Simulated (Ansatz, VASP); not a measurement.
# One calculation of GaSb, two programs

INCAR

```
SYSTEM = GaSb
ALGO = Normal
EDIFF = 1E-7
EDIFFG = -0.005
ENCUT = 600
GGA = RP
IBRION = 2
ISIF = 3
ISMEAR = -1
IVDW = 13
LASPH = .True.
LCHARG = .False.
LREAL = .False.
LWAVE = .False.
NELM = 80
NSW = 80
PREC = Accurate
SIGMA = 0.05
```

KPOINTS

```
k-points
0
Gamma
  8 8 8
  0 0 0
```

Contents of POSCAR:

```
GaSb
1.0
    0.0000000000      3.0590000000      3.0590000000
    3.0590000000      0.0000000000      3.0590000000
    3.0590000000      3.0590000000      0.0000000000
Sb Ga
1 1
Direct
    0.7500000000      0.7500000000      0.7500000000
    0.0000000000      0.0000000000      0.0000000000
```

input.yaml

```yaml
crystal:
  lattice:
    - [0.0, 3.059, 3.059]
    - [3.059, 0.0, 3.059]
    - [3.059, 3.059, 0.0]
  atoms:
    - { symbol: Sb, position: [0.75, 0.75, 0.75] }
    - { symbol: Ga, position: [0.0, 0.0, 0.0] }
kpoints:
  mp_grid: { grid: [8, 8, 8] }
scf:
  occupations: { method: fermi_dirac, width: 0.05 }
hamiltonian:
  xc: rpbe
  dispersion: d4
  pseudopotentials: { kind: all_electron, lapw: { basis_error: 0.001 } }
output:
  forces: true
  stress: true
relax:
  f_tol: 0.005
  max_steps: 60
  cell: {}
```

Alike in both runs: task relaxation of cell and atoms; functional RPBE; dispersion D4; k mesh 8 × 8 × 8; occupations fermi-dirac, width 0.05 eV; no spin polarisation.

```csv
,VASP,Ansatz
version,VASP 6.6.1,Ansatz 0.2.0
potentials or method,"VASP PAW PBE potentials, release 64 (Sb, Ga_d), cutoff 600 eV","all-electron LAPW, scalar-relativistic"
```

Ansatz gave:

| Quantity | Value |
| --- | --- |
| relaxed volume (Å³/atom) | 28.05 |
| relaxed cell length with the largest relative difference (Å) | 4.297 |

Task: What did VASP give for the same quantities?

Result: Relaxed volume (Å³/atom): 28.07; relaxed cell length with the largest relative difference (Å): 4.298.

VASP's potentials were made for PBE, not for RPBE. Ansatz ran all-electron here, and VASP with PAW potentials.

Neither program's run includes spin-orbit coupling.
